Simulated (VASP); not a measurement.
# NiGe15 (F-43m) in VASP: single point with PBEsol+U

Aim: the single point of NiGe15 with PBEsol+U.

All numbers are computed with VASP 6.6.1; they aren't measurements. Logs are shortened: lines on timing, memory, paths and dates and some standing lists are left out, and cuts for length are marked.

## (1) The cell of the first run

The structure is cubic, space group F-43m (No. 216). Conventional cell: a = 11.315 Å, b = 11.315 Å, c = 11.315 Å, α = 90.00°, β = 90.00°, γ = 90.00°. Within 3.0 Å of Ni (site symmetry -43m) lie 4 Ge at 2.27 Å. Within 3.3 Å of Ge (site symmetry 2mm) lie 4 Ge at 2.47 to 2.49 Å. Ge (site symmetry -43m) has 4 Ge at 2.49 Å within 3.3 Å. Ge (site symmetry 3m) has 1 Ni at 2.27 Å and 3 Ge at 2.49 Å within 3.0 Å. Within 3.3 Å of Ge (site symmetry 3m) lie 4 Ge at 2.47 to 2.49 Å.

## (2) Single point, PBEsol+U

File INCAR:

```
PREC     = Accurate       # precision mode
ENCUT    = 520            # plane-wave cutoff, eV
EDIFF    = 1E-7           # SCF threshold, eV
ISMEAR   = 0              # smearing method
SIGMA    = 0.05           # smearing width, eV
LREAL    = Auto         
LASPH    = T              # aspherical terms in the spheres
NELM     = 150            # most SCF steps
ALGO     = Normal         # electronic algorithm
ISIF     = 2              # what is computed and relaxed
LWAVE    = F              # write WAVECAR
LCHARG   = F              # write CHGCAR
LMAXMIX  = 4              # l up to which the mixer works
LDAU     = T              # DFT+U
LDAUTYPE = 2            
LDAUL    = 2 -1           # shell
LDAUU    = 5 0            # U, eV
LDAUJ    = 0 0          
LDAUPRINT= 1            
GGA      = PS             # functional
NBANDS   = 124            # bands
```

File KPOINTS:

```
regular mesh
0
Gamma
  3 3 3
```

File POSCAR:

```
NiGe15
1.0
    0.0000000000      5.6575400000      5.6575400000
    5.6575400000      0.0000000000      5.6575400000
    5.6575400000      5.6575400000      0.0000000000
Ni Ge
1 15
Direct
    1.0000000000      0.0000000000      0.0000000000
    0.0045283752      0.0045283752      0.4954716248
    0.0045283752      0.4954716248      0.0045283752
    0.0045283752      0.4954716248      0.4954716248
    0.4954716248      0.0045283752      0.0045283752
    0.4954716248      0.0045283752      0.4954716248
    0.4954716248      0.4954716248      0.0045283752
    0.5000000000      0.5000000000      0.5000000000
    0.1156763553      0.1156763553      0.1156763553
    0.1156763553      0.1156763553      0.6529709342
    0.1156763553      0.6529709342      0.1156763553
    0.1193427411      0.6268857530      0.6268857530
    0.6529709342      0.1156763553      0.1156763553
    0.6268857530      0.1193427411      0.6268857530
    0.6268857530      0.6268857530      0.1193427411
    0.6268857530      0.6268857530      0.6268857530
```

Potentials or basis: VASP PAW PBE potentials, release 64 (Ni, Ge_d).

Run with:

```bash
$ cat potpaw_PBE.64/Ni/POTCAR potpaw_PBE.64/Ge_d/POTCAR > POTCAR
$ mpirun -np 1 vasp_std > vasp.out
```

OUTCAR:

```text
PREC = Accurate
   ENCUT = 520
   EDIFF = 1E-7
   ISMEAR = 0
   LREAL = Auto
   LASPH = T
   NELM = 150
   ISIF = 2
   GGA = PS

 ion  position               nearest neighbor table
   1  0.000  0.000  0.000-  10 2.27  11 2.27  13 2.27   9 2.27
   2  0.005  0.005  0.495-  12 2.47  14 2.47   9 2.49  10 2.49
   3  0.005  0.495  0.005-  12 2.47  15 2.47   9 2.49  11 2.49
   4  0.005  0.495  0.495-  16 2.47  12 2.47  10 2.49  11 2.49
   5  0.495  0.005  0.005-  14 2.47  15 2.47   9 2.49  13 2.49
   6  0.495  0.005  0.495-  16 2.47  14 2.47  10 2.49  13 2.49
[... 8 lines left out ...]
  15  0.627  0.627  0.119-   3 2.47   5 2.47   7 2.47   8 2.49
  16  0.627  0.627  0.627-   4 2.47   6 2.47   7 2.47   8 2.49

  LATTYP: Found a face centered cubic cell.
 ALAT       =    11.3150800000

  Lattice vectors:

 A1 = (   0.0000000000,   5.6575400000,   5.6575400000)
 A2 = (   5.6575400000,   0.0000000000,   5.6575400000)
 A3 = (   5.6575400000,   5.6575400000,   0.0000000000)

Analysis of symmetry for initial positions (statically):
=====================================================================
 Subroutine PRICEL returns:
 Original cell was already a primitive cell.

 Routine SETGRP: Setting up the symmetry group for a
 face centered cubic supercell.

 Subroutine GETGRP returns: Found 24 space group operations
 (whereof 24 operations were pure point group operations)
 out of a pool of 48 trial point group operations.

The static configuration has the point symmetry T_d .

Analysis of symmetry for dynamics (positions and initial velocities):
=====================================================================
 Subroutine PRICEL returns:
 Original cell was already a primitive cell.

 Routine SETGRP: Setting up the symmetry group for a
 face centered cubic supercell.

 Subroutine GETGRP returns: Found 24 space group operations
 (whereof 24 operations were pure point group operations)
 out of a pool of 48 trial point group operations.

The dynamic configuration has the point symmetry T_d .

[... 165 lines left out ...]
 -0.0000  0.0000  0.0000 -0.0000  0.9132

 occupancies and eigenvectors

  o =  0.8497  v =  1.0000  0.0000  0.0000  0.0000  0.0000  0.0000  0.0000  0.0000  0.0000  0.0000      0.0000  0.0000  0.0000  0.0000  0.0000  0.0000  0.0000  0.0000  0.0000  0.0000
  o =  0.8497  v =  0.0000  0.0000  0.0000  0.0000  0.0000  1.0000  0.0000  0.0000  0.0000  0.0000      0.0000  0.0000  0.0000  0.0000  0.0000  0.0000  0.0000  0.0000  0.0000  0.0000
  o =  0.8497  v =  0.0000 -0.7038  0.0000  0.7104  0.0000  0.0000  0.0000  0.0000  0.0000  0.0000      0.0000  0.0000  0.0000  0.0000  0.0000  0.0000  0.0000  0.0000  0.0000  0.0000
  o =  0.8497  v =  0.0000  0.0000  0.0000  0.0000  0.0000  0.0000 -0.7038  0.0000  0.7104  0.0000      0.0000  0.0000  0.0000  0.0000  0.0000  0.0000  0.0000  0.0000  0.0000  0.0000
  o =  0.8497  v =  0.0000  0.7104  0.0000  0.7038  0.0000  0.0000  0.0000  0.0000  0.0000  0.0000      0.0000  0.0000  0.0000  0.0000  0.0000  0.0000  0.0000  0.0000  0.0000  0.0000
  o =  0.8497  v =  0.0000  0.0000  0.0000  0.0000  0.0000  0.0000  0.7104  0.0000  0.7038  0.0000      0.0000  0.0000  0.0000  0.0000  0.0000  0.0000  0.0000  0.0000  0.0000  0.0000
  o =  0.9132  v =  0.0000  0.0000  0.0000  0.0000  0.0000  0.0000 -0.0000 -1.0000  0.0000 -0.0000      0.0000  0.0000  0.0000  0.0000  0.0000  0.0000  0.0000  0.0000  0.0000  0.0000
  o =  0.9132  v =  0.0000 -0.0000 -1.0000  0.0000 -0.0000  0.0000  0.0000  0.0000  0.0000  0.0000      0.0000  0.0000  0.0000  0.0000  0.0000  0.0000  0.0000  0.0000  0.0000  0.0000
  o =  0.9132  v =  0.0000  0.0000  0.0000  0.0000  0.0000  0.0000  0.0000 -0.0000 -0.0000  1.0000      0.0000  0.0000  0.0000  0.0000  0.0000  0.0000  0.0000  0.0000  0.0000  0.0000
  o =  0.9132  v =  0.0000  0.0000 -0.0000 -0.0000  1.0000  0.0000  0.0000  0.0000  0.0000  0.0000      0.0000  0.0000  0.0000  0.0000  0.0000  0.0000  0.0000  0.0000  0.0000  0.0000

 number of electron     219.9999956 magnetization

 Free energy of the ion-electron system (eV)
  ---------------------------------------------------
  ext. energy  EPLUGINS =         0.00000000
  ---------------------------------------------------
  free energy    TOTEN  =       -76.16268109 eV

  energy without entropy =      -76.14596264  energy(sigma->0) =      -76.15432186

 E-fermi :   3.9173     XC(G=0): -10.1063

 val. band max:        3.9173154496   @ k =   0.3333   0.0000   0.0000
 cond. band min:       3.9173216749   @ k =   0.3333   0.0000   0.0000
 fundamental gap:      0.0000062253
 Fermi energy:         3.9173193650

 k-point     1 :       0.0000    0.0000    0.0000
  band No.  band energies     occupation
      1     -20.2575      2.00000
      2     -20.2575      2.00000
      3     -20.2575      2.00000
      4     -20.1988      2.00000
      5     -20.1988      2.00000
      6     -20.1988      2.00000
[... 489 lines left out ...]
    121       7.8817      0.00000
    122       8.0275      0.00000
 [bands above 122 left out]

------------------------ aborting loop because EDIFF is reached ----------------------------------------

  FORCE on cell =-STRESS in cart. coord.  units (eV):
  Direction    XX          YY          ZZ          XY          YZ          ZX
  --------------------------------------------------------------------------------------
  -------------------------------------------------------------------------------------
  Total       -3.8022616     -3.8022616     -3.8022616      0.0000000      0.0000000      0.0000000
  in kB      -16.8205301    -16.8205301    -16.8205301      0.0000000      0.0000000      0.0000000
  external PRESSURE =     -16.8205301 kB  Pullay stress =       0.0000000 kB

 VOLUME and BASIS-vectors are now :
 -----------------------------------------------------------------------------
  energy-cutoff  :      520.00
  volume of cell :      362.17
      direct lattice vectors                 reciprocal lattice vectors
     0.000000000  5.657540000  5.657540000    -0.088377634  0.088377634  0.088377634
     5.657540000  0.000000000  5.657540000     0.088377634 -0.088377634  0.088377634
     5.657540000  5.657540000  0.000000000     0.088377634  0.088377634 -0.088377634

 POSITION                                       TOTAL-FORCE (eV/Angst)
 -----------------------------------------------------------------------------------
      0.00000      0.00000      0.00000         0.000000      0.000000      0.000000
      2.82877      2.82877      0.05124         0.000000      0.000000      0.014942
      2.82877      0.05124      2.82877         0.000000      0.014942      0.000000
      5.60630      2.82877      2.82877        -0.014942      0.000000      0.000000
      0.05124      2.82877      2.82877         0.014942      0.000000      0.000000
      2.82877      5.60630      2.82877         0.000000     -0.014942      0.000000
[... 8 lines left out ...]
      4.22182      4.22182      7.09326        -0.000123     -0.000123      0.000123
      7.09326      7.09326      7.09326         0.000123      0.000123      0.000123
 -----------------------------------------------------------------------------------
    total drift:                               -0.000001     -0.000001     -0.000002

  FREE ENERGIE OF THE ION-ELECTRON SYSTEM (eV)
  ---------------------------------------------------
  free  energy   TOTEN  =       -76.1626810862 eV

  energy  without entropy=      -76.1459626405  energy(sigma->0) =      -76.15432186
```

It took 9 min on 1 thread of Intel Xeon Platinum 8259CL at 2.50GHz (Skylake/Cascade Lake), shared host; peak memory 0.53 GiB.

What came out:

| Quantity | Value |
| --- | --- |
| Free energy | -76.1627 eV |
| Pressure | -1.7 GPa |
| Largest force | 0.226 eV/Å |
| Band gap on the k mesh | zero (band 110 reaches 4.75 eV, above the bottom of band 111 at 3.77 eV) |

Forces on the atoms (eV/Å):
```
Ni   0.000  0.000  0.000
Ge   0.000  0.000  0.015
Ge   0.000  0.015  0.000
Ge  -0.015  0.000  0.000
Ge   0.015  0.000  0.000
Ge   0.000 -0.015  0.000
Ge   0.000  0.000 -0.015
Ge   0.000  0.000  0.000
Ge  -0.131 -0.131 -0.131
Ge   0.131  0.131 -0.131
Ge   0.131 -0.131  0.131
Ge   0.000  0.000  0.000
Ge  -0.131  0.131  0.131
Ge   0.000  0.000  0.000
Ge   0.000  0.000  0.000
Ge   0.000  0.000  0.000
```

Levels at points of the mesh, in eV from the Fermi level:
```csv
k point,band 107,band 108,band 109,band 110,band 111,band 112,band 113,band 114
"(0.00, 0.00, 0.00)",0.17,0.17,0.17,0.83,1.02,1.02,1.02,1.38
```

Eigenvalues of the final occupation matrices:
```tsv
site	spin	trace	eigenvalues
site 1 d	1	4.38	0.85 0.85 0.85 0.91 0.91
site 1 d	2	4.38	0.85 0.85 0.85 0.91 0.91
```

Caveat: the PAW data sets were made with another functional, which shifts forces and pressure a little; U without spin polarisation on a metal has little footing; the U is typed as a test and isn't derived for this compound. Spin polarisation is off, so any magnetic state and its effect on volume and gap are missing.
